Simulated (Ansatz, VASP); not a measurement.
# One calculation of Cd, two programs

```
Cd
1.0
     2.88951    0.00000    0.00000
    -1.44475    2.50239    0.00000
     0.00000    0.00000    5.61765
Cd
2
Direct
  0.33333 0.66667 0.25000
  0.66667 0.33333 0.75000
```

Change from the starting cell: strain -0.0300 x Voigt [1, 1, 0, 0, 0, 0], atoms carried along.

Alike in both runs: task single point; functional PBE; k mesh 18 × 18 × 8; occupations gaussian, width 0.15 eV; no spin polarisation.

```csv
,VASP,Ansatz
version,VASP 6.6.1,Ansatz 0.2.0
potentials or method,"VASP PAW PBE potentials, release 64 (Cd_sv_GW), cutoff 630 eV","scalar-relativistic, plane waves, PAW"
valence electrons in the cell,40,40
```

VASP gave:

```
gap on the k mesh at the Fermi level (eV)                     : none
pressure (GPa)                                                : 7.8
traceless stress, the component that is largest in VASP (GPa) : -2.93
```

**Question.** Estimate Ansatz's values.

**Answer.** gap on the k mesh at the Fermi level (eV): none; pressure (GPa): 8.1; traceless stress, the component that is largest in VASP (GPa): -2.94.

A gap of «none» marks a metal or a gap that the smearing closes.
